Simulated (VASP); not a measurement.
MgO:

```
CELL_PARAMETERS angstrom
0.00000 2.10217 2.10217
2.10217 0.00000 2.10217
2.10217 2.10217 0.00000
ATOMIC_POSITIONS crystal
Mg 0.00000 0.00000 0.00000
O 0.50000 0.50000 0.50000
```

Base run:

```yaml
Program: VASP 6.6.1
Functional: PBEsol
Potentials_or_basis: VASP PAW PBE potentials, release 64 (Mg, O)
Cutoff: 520 eV
k_mesh: 8 × 8 × 8
Occupations: methfessel-paxton, width 0.2 eV
Spin: no spin polarisation
```

Its results: band gap on the k mesh 4.69 eV, direct; pressure 0.6 GPa.

**Question.** The run is repeated on the same cell with these changes: occupations from methfessel-paxton, width 0.2 eV to gaussian, width 0.01 eV; dispersion from none to D3(BJ). What comes out?

**Answer.** Band gap on the k mesh 4.69 eV, direct; pressure -3.8 GPa.

Caveats: the PAW data sets were made with another functional, which shifts forces and pressure a little.

